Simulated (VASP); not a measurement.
Runs of VASP 6.6.1 on AlN. The structure is that of space group F-43m (No. 216), or close to it. The cells are those of the table. 

```csv
level,cell,smearing,gap on the mesh (eV),pressure (GPa)
r2SCAN,"a = 3.090, b = 3.090, c = 3.114 Å, angles 59.7, 59.7, 59.5°, 2 atoms",gaussian 0.01 eV,3.86,-0.4
PBE,"a = 3.090, b = 3.090, c = 3.114 Å, angles 59.7, 59.7, 59.5°, 2 atoms",fermi-dirac 0.02 eV,3.24,(a)
PBE,"a = 3.056, b = 3.056, c = 3.021 Å, angles 60.4, 60.4, 59.3°, 2 atoms",fermi-dirac 0.02 eV,3.27,(b)
r2SCAN,"a = 3.056, b = 3.056, c = 3.021 Å, angles 60.4, 60.4, 59.3°, 2 atoms",gaussian 0.01 eV,(c),9.9
PBE,"a = 3.090, b = 3.065, c = 3.065 Å, angles 60.5, 59.7, 59.7°, 2 atoms",fermi-dirac 0.02 eV,3.23,7.8
```

Alike in all rows: task single point; potentials or basis VASP PAW PBE potentials, release 64 (Al, N); no spin polarisation; k mesh 10 × 10 × 10; cutoff (eV) 520.

Question: Fill in the values left out.

Answer: (a) 4.3; (b) 14.6; (c) 3.90.

Caveats: the PAW data sets were made with another functional, which shifts forces and pressure a little (some runs).

A k mesh can miss the band edges.
